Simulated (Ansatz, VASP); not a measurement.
Two plane-wave programs on SnO

INCAR

```
PREC = Accurate
ENCUT = 520
EDIFF = 1E-6
ISMEAR = 0
SIGMA = 0.05
LREAL = F
LASPH = T
NELM = 60
ALGO = Normal
ISIF = 2
LWAVE = F
LCHARG = F
NBANDS = 28
```

KPOINTS

```
regular mesh
0
Gamma
  8 6 6
```

File POSCAR:

```
SnO
1.0
    3.3550050000      0.0000000000      0.0000000000
    0.0000000000      5.6741040000      0.0000000000
    0.0000000000      0.0000000000      4.2219700000
Sn O
2 2
Direct
    0.0000000000      0.2319090000      0.6197293144
    0.5000000000      0.7680910000      0.0131440000
    0.0000000000      0.8912500000      0.7368570000
    0.5000000000      0.1087500000      0.2368570000
```

Input for Ansatz:

```yaml
crystal:
  lattice:
    - [3.355005, 0.0, 0.0]
    - [0.0, 5.674104, 0.0]
    - [0.0, 0.0, 4.22197]
  atoms:
    - { symbol: Sn, position: [0.0, 0.231909, 0.6197293144] }
    - { symbol: Sn, position: [0.5, 0.768091, 0.013144] }
    - { symbol: O, position: [0.0, 0.89125, 0.736857] }
    - { symbol: O, position: [0.5, 0.10875, 0.236857] }
basis:
  ecutwfc: 420
kpoints:
  mp_grid: { grid: [8, 6, 6] }
hamiltonian:
  xc: lda
scf:
  occupations: { method: gaussian, width: 0.05 }
output:
  forces: true
  stress: true
  eigenvalues: true
  write_density: true
  write_potential: true
  elf: true
  volumetric_format: npy
```

Alike in both runs: task single point; functional LDA; k mesh 8 × 6 × 6; occupations gaussian, width 0.05 eV; no spin polarisation.

|  | VASP | Ansatz |
| --- | --- | --- |
| version | VASP 6.6.1 | Ansatz 0.2.0 |
| potentials or method | VASP PAW LDA potentials, release 64 (Sn_d, O), cutoff 520 eV | scalar-relativistic, plane waves, PAW |
| valence electrons in the cell | 40 | 40 |

```tsv
	VASP	Ansatz	Ansatz less VASP
gap on the k mesh at the Fermi level (eV)	0.96	0.98	+0.017
least direct gap on the mesh (eV)	1.43	1.46	+0.025
pressure (GPa)	-6.2	-6.4	-0.24
traceless stress, the component that is largest in VASP (GPa)	-6.30	-6.24	+0.066
rms of the force components (eV/Å)	0.790	0.793	+0.0027
```

LDA's correlation is that of Perdew and Zunger in VASP and of Perdew and Wang (1992) in Ansatz. Atom by atom the forces differ by 0.044 eV/Å (rms over components).
